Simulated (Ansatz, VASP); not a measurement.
**EuO in VASP and in Ansatz**

```
Eu O
1.0
     0.00000    2.49610    2.49610
     2.49610    0.00000    2.49610
     2.49610    2.49610    0.00000
Eu O
1 1
Direct
  0.00000 0.00000 0.00000
  0.50000 0.50000 0.50000
```

Alike in both runs: task single point; functional PBE; k mesh 12 × 12 × 12; occupations gaussian, width 0.05 eV; collinear spin.

|  | VASP | Ansatz |
| --- | --- | --- |
| version | VASP 6.6.1 | Ansatz 0.2.0 |
| potentials or method | VASP PAW PBE potentials, release 64 (Eu, O), cutoff 600 eV | scalar-relativistic, plane waves, PAW |
| valence electrons in the cell | 23 | 23 |

|  | VASP | Ansatz | Ansatz less VASP |
| --- | --- | --- | --- |
| gap on the k mesh at the Fermi level (eV) | none | none | - |
| pressure (GPa) | 4.0 | 4.4 | +0.35 |
| net moment per atom (μB) | 3.46 | 3.47 | +0.007 |
| size of the moment on the site where the two differ most (μB) | 0.10 | 0.08 | -0.020 |

Site moments also hang on the region over which each program counts them. A gap of «none» marks a metal or a gap that the smearing closes. With one functional, cell and mesh, what is left measures potentials, basis and numerics. Ansatz's warnings: given moment on shells.

Spin-orbit coupling is off throughout.
